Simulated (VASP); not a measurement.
# WC (Qusongite) (P-6m2) in VASP: a series of runs, part 2 of 2

VASP 6.6.1.

## Step 3: Single point, PBE

This run uses another cell than the first one, of 10.04 Å³/atom, 0.978 times its volume.

The input, INCAR:

```
SYSTEM = WC
ALGO = Normal ; EDIFF = 1E-6
ENCUT = 520 ; GGA = PE
ISIF = 2 ; ISMEAR = -1
LASPH = .True. ; LCHARG = .True.
LELF = .True. ; LREAL = .False.
LVHAR = .True. ; LWAVE = .False.
NBANDS = 16 ; NELM = 100
PREC = Accurate ; SIGMA = 0.05
```

The input, KPOINTS:

```
k-points
0
Gamma
  10 10 9
  0 0 0
```

The input, POSCAR:

```
WC
1.0
    2.8732709285      0.0000000000      0.0000000000
   -1.4366354643      2.4883256161      0.0000000000
    0.0000000000      0.0000000000      2.8088857955
W C
1 1
Direct
    0.0000000000      0.0000000000      0.0000000000
    0.6666666667      0.3333333333      0.5000000000
```

Potentials or basis: VASP PAW PBE potentials, release 64 (W_sv, C).

The run is started by

```bash
> cat potpaw_PBE.64/W_sv/POTCAR potpaw_PBE.64/C/POTCAR > POTCAR
> mpirun -np 1 vasp_std > vasp.out
```

OUTCAR:

```text
SYSTEM = WC
   EDIFF = 1E-6
   ENCUT = 520
   GGA = PE
   ISIF = 2
   ISMEAR = -1
   LASPH = .True.
   LREAL = .False.
   NELM = 100
   PREC = Accurate

 ion  position               nearest neighbor table
   1  0.000  0.000  0.000-   2 2.17   2 2.17   2 2.17   2 2.17   2 2.17   2 2.17
   2  0.667  0.333  0.500-   1 2.17   1 2.17   1 2.17   1 2.17   1 2.17   1 2.17

  LATTYP: Found a hexagonal cell.
 ALAT       =     2.8732709285
 C/A-ratio  =     0.9775916944

  Lattice vectors:

 A1 = (   2.8732709285,   0.0000000000,   0.0000000000)
 A2 = (  -1.4366354643,   2.4883256161,   0.0000000000)
 A3 = (   0.0000000000,   0.0000000000,   2.8088857955)

Analysis of symmetry for initial positions (statically):
=====================================================================
 Subroutine PRICEL returns:
 Original cell was already a primitive cell.

 Routine SETGRP: Setting up the symmetry group for a
 hexagonal supercell.

 Subroutine GETGRP returns: Found 12 space group operations
 (whereof 12 operations were pure point group operations)
 out of a pool of 24 trial point group operations.

The static configuration has the point symmetry D_3h.

Analysis of symmetry for dynamics (positions and initial velocities):
=====================================================================
 Subroutine PRICEL returns:
 Original cell was already a primitive cell.

 Routine SETGRP: Setting up the symmetry group for a
 hexagonal supercell.

 Subroutine GETGRP returns: Found 12 space group operations
 (whereof 12 operations were pure point group operations)
 out of a pool of 24 trial point group operations.

The dynamic configuration has the point symmetry D_3h.

[... 100 lines left out ...]
   EDIFFG = 0.1E-04   stopping-criterion for IOM
   NSW    =      0    number of steps for IOM
   IBRION =     -1    ionic relax: 0-MD 1-quasi-New 2-CG
   NFREE  =      0    steps in history (QN), initial steepest desc. (CG)
   ISIF   =      2    stress and relaxation
   ISYM   =      2    0-nonsym 1-usesym 2-fastsym
   POTIM  = 0.5000    time-step for ionic-motion
   TEBEG  =    0.0;   TEEND  =   0.0 temperature during run
   PSTRESS=    0.0 pullay stress
   NELECT =      18.0000    total number of electrons
   NUPDOWN=      -1.0000    fix difference up-down
   EMIN   =  10.00;   EMAX   =-10.00  energy-range for DOS
[... 5 lines left out ...]
     AMIX     =   0.40;   BMIX     =  1.00
     AMIX_MAG =   1.60;   BMIX_MAG =  1.00
  volume/ion in A,a.u.               =      10.04        67.76
  Fermi-wavevector in a.u.,A,eV,Ry     =   1.578434  2.982807 33.898280  2.491453
  Thomas-Fermi vector in A             =   2.678965
   LORBIT       =      0    0 simple, 1 ext, 2 COOP (PROOUT), +10 PAW based schemes
   GGA     = PE    functional components
   LHFCALC =     F    Hartree Fock is set to
   AEXX    =    0.0000 exact exchange contribution
   IVDW    =     0    specifies the selected vdW correction
   LEPSILON=     F    determine dielectric tensor
   LRPA    =     F    only Hartree local field effects (RPA)
 non-spin polarized calculation
  energy-cutoff  :      520.00
  volume of cell :       20.08
 maximum number of plane-waves:       556
 NGX is ok and might be reduce to    24
   NGX = 11   NGY = 11   NGZ = 11

 number of electron      18.0000000 magnetization

 Free energy of the ion-electron system (eV)
  ---------------------------------------------------
  ext. energy  EPLUGINS =         0.00000000
  ---------------------------------------------------
  free energy    TOTEN  =       -22.38834521 eV

  energy without entropy =      -22.38644065  energy(sigma->0) =      -22.38739293

 E-fermi :  11.5431     XC(G=0): -13.9844

 val. band max:       11.4527293455   @ k =   0.0000   0.0000   0.3333
 cond. band min:      11.5575033773   @ k =   0.1000   0.0000   0.3333
 fundamental gap:      0.1047740318
 Fermi energy:        11.5431434569

 k-point     1 :       0.0000    0.0000    0.0000
  band No.  band energies     occupation
      1     -62.3778      2.00000
      2     -26.3647      2.00000
      3     -26.2402      2.00000
      4     -26.2402      2.00000
      5      -3.1526      2.00000
      6       7.0483      2.00000
[... 433 lines left out ...]
      3     -26.4954      2.00000
      4     -26.3299      2.00000
      5       0.4057      2.00000
      6       4.4740      2.00000
[... 8 lines left out ...]
     15      25.4013      0.00000
     16      29.4299      0.00000

 [... further k-points ...]
[... 5 lines left out ...]
  --------------------------------------------------------------------------------------
  -------------------------------------------------------------------------------------
  Total        2.6582389      2.6582389      2.6986145     -0.0000000      0.0000000      0.0000000
  in kB      212.0736547    212.0736547    215.2948102     -0.0000000      0.0000000      0.0000000
  external PRESSURE =     213.1473732 kB  Pullay stress =       0.0000000 kB

 VOLUME and BASIS-vectors are now :
 -----------------------------------------------------------------------------
  energy-cutoff  :      520.00
  volume of cell :       20.08
      direct lattice vectors                 reciprocal lattice vectors
     2.873270929  0.000000000  0.000000000     0.348035401  0.200938333  0.000000000
    -1.436635464  2.488325616  0.000000000     0.000000000  0.401876665  0.000000000
     0.000000000  0.000000000  2.808885796     0.000000000  0.000000000  0.356013050

 POSITION                                       TOTAL-FORCE (eV/Angst)
 -----------------------------------------------------------------------------------
      0.00000      0.00000      0.00000         0.000000     -0.000000      0.000000
      1.43664      0.82944      1.40444        -0.000000      0.000000      0.000000
 -----------------------------------------------------------------------------------
    total drift:                                0.000000     -0.000000      0.000000

  FREE ENERGIE OF THE ION-ELECTRON SYSTEM (eV)
  ---------------------------------------------------
  free  energy   TOTEN  =       -22.3883452085 eV

  energy  without entropy=      -22.3864406527  energy(sigma->0) =      -22.38739293
```

OSZICAR:

```text
N       E                     dE             d eps       ncg     rms          rms(c)
DAV:   1     0.111472949872E+03    0.11147E+03   -0.93586E+03  2240   0.126E+03
DAV:   2    -0.222315309213E+02   -0.13370E+03   -0.12945E+03  2656   0.341E+02
DAV:   3    -0.254284738313E+02   -0.31969E+01   -0.31858E+01  2432   0.500E+01
DAV:   4    -0.254450711514E+02   -0.16597E-01   -0.16597E-01  2912   0.402E+00
DAV:   5    -0.254451894313E+02   -0.11828E-03   -0.11828E-03  2472   0.323E-01    0.347E+01
DAV:   6    -0.224597793275E+02    0.29854E+01   -0.55571E+00  2688   0.257E+01    0.959E+00
DAV:   7    -0.224155310268E+02    0.44248E-01   -0.40234E-01  2312   0.487E+00    0.670E+00
DAV:   8    -0.223896150309E+02    0.25916E-01   -0.52637E-02  2488   0.194E+00    0.116E+00
DAV:   9    -0.223883860193E+02    0.12290E-02   -0.30016E-03  2536   0.397E-01    0.109E-01
DAV:  10    -0.223883507281E+02    0.35291E-04   -0.27823E-04  2568   0.192E-01    0.680E-02
DAV:  11    -0.223883463601E+02    0.43680E-05   -0.19328E-05  2592   0.389E-02    0.916E-03
DAV:  12    -0.223883452697E+02    0.10904E-05   -0.32083E-06  2480   0.156E-02    0.136E-03
DAV:  13    -0.223883452085E+02    0.61241E-07   -0.11465E-07  1240   0.297E-03
   1 F= -.22388345E+02 E0= -.22387393E+02  d E =-.190456E-02
```

Run time: 12 s. Hardware: 1 thread of Intel Xeon 6975P-C (Granite Rapids), shared host; peak memory 0.15 GiB.

Results:

```
Free energy            : -22.3883 eV
Pressure               : 21.3 GPa
Band gap on the k mesh : zero (band 9 reaches 12.21 eV, above the bottom of band 10 at 10.98 eV)
```

Stress tensor (GPa, compression positive):
```
21.21  0.00  0.00
 0.00 21.21  0.00
 0.00  0.00 21.53
```

Caveat: spin-orbit coupling is left out, which moves the levels of the heavy elements.

## Step 4: Single point, PBE

This run uses another cell than the first one, of 10.52 Å³/atom, 1.025 times its volume.

The input, INCAR:

```
SYSTEM = WC
PREC     = Accurate       ! precision mode
ENCUT    = 520            ! plane-wave cutoff, eV
EDIFF    = 1E-6           ! SCF threshold, eV
ISMEAR   = -1             ! smearing method
SIGMA    = 0.05           ! smearing width, eV
LREAL    = .False.        ! projectors in reciprocal space
LASPH    = .True.         ! aspherical terms in the spheres
NELM     = 60             ! most SCF steps
ALGO     = Normal         ! electronic algorithm
ISIF     = 2              ! what is computed and relaxed
LWAVE    = .False.        ! write WAVECAR
LCHARG   = .False.        ! write CHGCAR
GGA      = PE             ! functional
NBANDS   = 16             ! bands
```

The input, KPOINTS:

```
regular mesh
0
Gamma
  10 10 9
  0 0 0
```

The input, POSCAR:

```
WC
1.0
    2.9225709885      0.0000000000      0.0000000000
   -1.4612854943      2.5310207204      0.0000000000
    0.0000000000      0.0000000000      2.8456480622
W C
1 1
Direct
    0.0000000000      0.0000000000      0.0000000000
    0.6666666667      0.3333333333      0.5000000000
```

Potentials or basis: VASP PAW PBE potentials, release 64 (W_sv, C).

The run is started by

```bash
> cat potpaw_PBE.64/W_sv/POTCAR potpaw_PBE.64/C/POTCAR > POTCAR
> mpirun -np 1 vasp_std > vasp.out
```

OUTCAR:

```text
SYSTEM = WC
   PREC = Accurate
   ENCUT = 520
   EDIFF = 1E-6
   ISMEAR = -1
   LREAL = .False.
   LASPH = .True.
   NELM = 60
   ISIF = 2
   GGA = PE

 ion  position               nearest neighbor table
   1  0.000  0.000  0.000-   2 2.21   2 2.21   2 2.21   2 2.21   2 2.21   2 2.21
   2  0.667  0.333  0.500-   1 2.21   1 2.21   1 2.21   1 2.21   1 2.21   1 2.21

  LATTYP: Found a hexagonal cell.
 ALAT       =     2.9225709885
 C/A-ratio  =     0.9736797065

  Lattice vectors:
[... 192 lines left out ...]
      5      -3.4684      2.00000
      6       6.6478      2.00000
[... 433 lines left out ...]
      3     -27.2532      2.00000
      4     -27.1087      2.00000
      5      -0.0907      2.00000
      6       4.0575      2.00000
[... 8 lines left out ...]
     15      24.0840      0.00000
     16      28.1328      0.00000

 [... further k-points ...]
[... 5 lines left out ...]
  --------------------------------------------------------------------------------------
  -------------------------------------------------------------------------------------
  Total        0.1308054      0.1308054      0.1646245     -0.0000000      0.0000000      0.0000000
  in kB        9.9562159      9.9562159     12.5303435     -0.0000000      0.0000000      0.0000000
  external PRESSURE =      10.8142585 kB  Pullay stress =       0.0000000 kB

 VOLUME and BASIS-vectors are now :
 -----------------------------------------------------------------------------
  energy-cutoff  :      520.00
  volume of cell :       21.05
      direct lattice vectors                 reciprocal lattice vectors
     2.922570988  0.000000000  0.000000000     0.342164486  0.197548758  0.000000000
    -1.461285494  2.531020720  0.000000000     0.000000000  0.395097516  0.000000000
     0.000000000  0.000000000  2.845648062     0.000000000  0.000000000  0.351413800

 POSITION                                       TOTAL-FORCE (eV/Angst)
 -----------------------------------------------------------------------------------
      0.00000      0.00000      0.00000        -0.000000      0.000000      0.000000
      1.46129      0.84367      1.42282         0.000000     -0.000000      0.000000
 -----------------------------------------------------------------------------------
    total drift:                                0.000000     -0.000000      0.000000

  FREE ENERGIE OF THE ION-ELECTRON SYSTEM (eV)
  ---------------------------------------------------
  free  energy   TOTEN  =       -22.4539133231 eV

  energy  without entropy=      -22.4520365705  energy(sigma->0) =      -22.45297495
```

Run time: 8.6 s. Hardware: 1 thread of Intel Xeon 6975P-C (Granite Rapids), shared host; peak memory 0.15 GiB.

Results:

```yaml
Free_energy: -22.4539 eV
Pressure: 1.1 GPa
Band_gap_on_the_k_mesh: zero (band 9 reaches 11.54 eV, above the bottom of band 10 at 10.35 eV)
```

Levels at points of the mesh, in eV from the Fermi level:
| k point | band 6 | band 7 | band 8 | band 9 | band 10 | band 11 | band 12 | band 13 |
| --- | --- | --- | --- | --- | --- | --- | --- | --- |
| (0.00, 0.00, 0.00) | -4.23 | -3.29 | -3.29 | 0.11 | 3.18 | 3.18 | 5.55 | 5.55 |
| (0.50, 0.00, 0.00) | -6.97 | -3.53 | -3.50 | -0.48 | 2.31 | 4.44 | 4.77 | 6.78 |

Caveat: spin-orbit coupling is left out, which moves the levels of the heavy elements.

## Step 5: Single point, PBE

This run uses another cell than the first one, of 10.47 Å³/atom, 1.020 times its volume.

The input, INCAR:

```
PREC = Accurate
ENCUT = 520
EDIFF = 1E-6
ISMEAR = -1
SIGMA = 0.05
LREAL = F
LASPH = T
NELM = 60
ALGO = Normal
ISIF = 2
LWAVE = F
LCHARG = F
GGA = PE
NBANDS = 16
```

The input, KPOINTS:

```
regular mesh
0
Gamma
  10 10 9
```

The input, POSCAR:

```
WC
1.0
    2.9171597875      0.0000000000      0.0000000000
   -1.4585798938      2.5263344829      0.0000000000
    0.0000000000      0.0000000000      2.8415969458
W C
1 1
Direct
    0.0000000000      0.0000000000      0.0000000000
    0.6666666667      0.3333333333      0.5000000000
```

Potentials or basis: VASP PAW PBE potentials, release 64 (W_sv, C).

The run is started by

```bash
> cat potpaw_PBE.64/W_sv/POTCAR potpaw_PBE.64/C/POTCAR > POTCAR
> mpirun -np 1 vasp_std > vasp.out
```

OUTCAR:

```text
PREC = Accurate
   ENCUT = 520
   EDIFF = 1E-6
   ISMEAR = -1
   LREAL = F
   LASPH = T
   NELM = 60
   ISIF = 2
   GGA = PE

 ion  position               nearest neighbor table
   1  0.000  0.000  0.000-   2 2.20   2 2.20   2 2.20   2 2.20   2 2.20   2 2.20
   2  0.667  0.333  0.500-   1 2.20   1 2.20   1 2.20   1 2.20   1 2.20   1 2.20

  LATTYP: Found a hexagonal cell.
 ALAT       =     2.9171597875
 C/A-ratio  =     0.9740971194

  Lattice vectors:

 A1 = (   2.9171597875,   0.0000000000,   0.0000000000)
 A2 = (  -1.4585798938,   2.5263344829,   0.0000000000)
 A3 = (   0.0000000000,   0.0000000000,   2.8415969458)

Analysis of symmetry for initial positions (statically):
=====================================================================
 Subroutine PRICEL returns:
 Original cell was already a primitive cell.

 Routine SETGRP: Setting up the symmetry group for a
 hexagonal supercell.

 Subroutine GETGRP returns: Found 12 space group operations
[... 156 lines left out ...]

 Free energy of the ion-electron system (eV)
  ---------------------------------------------------
  ext. energy  EPLUGINS =         0.00000000
  ---------------------------------------------------
  free energy    TOTEN  =       -22.45245581 eV

  energy without entropy =      -22.45058226  energy(sigma->0) =      -22.45151903

 E-fermi :  10.9467     XC(G=0): -13.7491

 val. band max:       10.8588950024   @ k =   0.0000   0.0000   0.3333
 cond. band min:      10.9622765875   @ k =   0.1000  -0.0000   0.3333
 fundamental gap:      0.1033815851
 Fermi energy:        10.9466729429

 k-point     1 :       0.0000    0.0000    0.0000
  band No.  band energies     occupation
      1     -63.0703      2.00000
      2     -27.0500      2.00000
      3     -26.9537      2.00000
      4     -26.9537      2.00000
      5      -3.4349      2.00000
      6       6.6912      2.00000
[... 433 lines left out ...]
      3     -27.1715      2.00000
      4     -27.0248      2.00000
      5      -0.0377      2.00000
      6       4.1021      2.00000
[... 8 lines left out ...]
     15      24.2256      0.00000
     16      28.2710      0.00000

 [... further k-points ...]
[... 5 lines left out ...]
  --------------------------------------------------------------------------------------
  -------------------------------------------------------------------------------------
  Total        0.3932496      0.3932496      0.4290935     -0.0000000      0.0000000      0.0000000
  in kB       30.0860616     30.0860616     32.8283456     -0.0000000      0.0000000      0.0000000
  external PRESSURE =      31.0001563 kB  Pullay stress =       0.0000000 kB

 VOLUME and BASIS-vectors are now :
 -----------------------------------------------------------------------------
  energy-cutoff  :      520.00
  volume of cell :       20.94
      direct lattice vectors                 reciprocal lattice vectors
     2.917159788  0.000000000  0.000000000     0.342799186  0.197915202  0.000000000
    -1.458579894  2.526334483  0.000000000     0.000000000  0.395830404  0.000000000
     0.000000000  0.000000000  2.841596946     0.000000000  0.000000000  0.351914793

 POSITION                                       TOTAL-FORCE (eV/Angst)
 -----------------------------------------------------------------------------------
      0.00000      0.00000      0.00000        -0.000000      0.000000      0.000000
      1.45858      0.84211      1.42080         0.000000     -0.000000      0.000000
 -----------------------------------------------------------------------------------
    total drift:                                0.000000     -0.000000      0.000000

  FREE ENERGIE OF THE ION-ELECTRON SYSTEM (eV)
  ---------------------------------------------------
  free  energy   TOTEN  =       -22.4524558054 eV

  energy  without entropy=      -22.4505822625  energy(sigma->0) =      -22.45151903
```

OSZICAR:

```text
N       E                     dE             d eps       ncg     rms          rms(c)
DAV:   1     0.112274244245E+03    0.11227E+03   -0.93446E+03  2240   0.126E+03
DAV:   2    -0.222517386258E+02   -0.13453E+03   -0.13024E+03  2712   0.339E+02
DAV:   3    -0.255103824083E+02   -0.32586E+01   -0.32487E+01  2448   0.504E+01
DAV:   4    -0.255273888460E+02   -0.17006E-01   -0.17006E-01  2968   0.411E+00
DAV:   5    -0.255275194378E+02   -0.13059E-03   -0.13059E-03  2456   0.339E-01    0.319E+01
DAV:   6    -0.225391617576E+02    0.29884E+01   -0.57827E+00  2720   0.258E+01    0.830E+00
DAV:   7    -0.224805702465E+02    0.58592E-01   -0.43780E-01  2344   0.507E+00    0.613E+00
DAV:   8    -0.224538558439E+02    0.26714E-01   -0.66701E-02  2472   0.219E+00    0.108E+00
DAV:   9    -0.224525174987E+02    0.13383E-02   -0.34335E-03  2504   0.442E-01    0.122E-01
DAV:  10    -0.224524607698E+02    0.56729E-04   -0.31684E-04  2648   0.203E-01    0.717E-02
DAV:  11    -0.224524571276E+02    0.36422E-05   -0.21306E-05  2536   0.395E-02    0.109E-02
DAV:  12    -0.224524558707E+02    0.12569E-05   -0.39874E-06  2520   0.173E-02    0.189E-03
DAV:  13    -0.224524558054E+02    0.65301E-07   -0.14459E-07  1232   0.320E-03
   1 F= -.22452456E+02 E0= -.22451519E+02  d E =-.187354E-02
```

Run time: 12 s. Hardware: 1 thread of Intel Xeon 6975P-C (Granite Rapids), shared host; peak memory 0.15 GiB.

What came out:

```
Free energy            : -22.4525 eV
Pressure               : 3.1 GPa
Band gap on the k mesh : zero (band 9 reaches 11.61 eV, above the bottom of band 10 at 10.42 eV)
```

Stress tensor (GPa, compression positive):
```
3.01 0.00 0.00
0.00 3.01 0.00
0.00 0.00 3.28
```

Levels at points of the mesh, in eV from the Fermi level:
| k point | band 5 | band 6 | band 7 | band 8 | band 9 | band 10 | band 11 | band 12 | band 13 | band 14 |
| --- | --- | --- | --- | --- | --- | --- | --- | --- | --- | --- |
| (0.00, 0.00, 0.00) | -14.38 | -4.26 | -3.30 | -3.30 | 0.10 | 3.20 | 3.20 | 5.58 | 5.58 | 6.31 |
| (0.50, 0.00, 0.00) | -11.07 | -6.99 | -3.56 | -3.52 | -0.48 | 2.33 | 4.47 | 4.81 | 6.81 | 9.61 |

Caveat: spin-orbit coupling is left out, which moves the levels of the heavy elements.

## Step 6: Overview

```tsv
cell	gap on the mesh (eV)	pressure (GPa)
a = 2.897, b = 2.897, c = 2.826 Å, angles 90.0, 90.0, 120.0°, 2 atoms	none	11.2
a = 2.873, b = 2.873, c = 2.809 Å, angles 90.0, 90.0, 120.0°, 2 atoms	none	21.3
a = 2.923, b = 2.923, c = 2.846 Å, angles 90.0, 90.0, 120.0°, 2 atoms	none	1.1
a = 2.917, b = 2.917, c = 2.842 Å, angles 90.0, 90.0, 120.0°, 2 atoms	none	3.1
```

Alike in all rows: task single point; level PBE; potentials or basis VASP PAW PBE potentials, release 64 (W_sv, C); no spin polarisation; k mesh 10 × 10 × 9; cutoff (eV) 520; smearing fermi-dirac 0.05 eV.

Caveats: spin-orbit coupling is left out, which moves the levels of the heavy elements.

Total energies depend on the potentials used, so only differences within one code and one set of settings carry meaning.
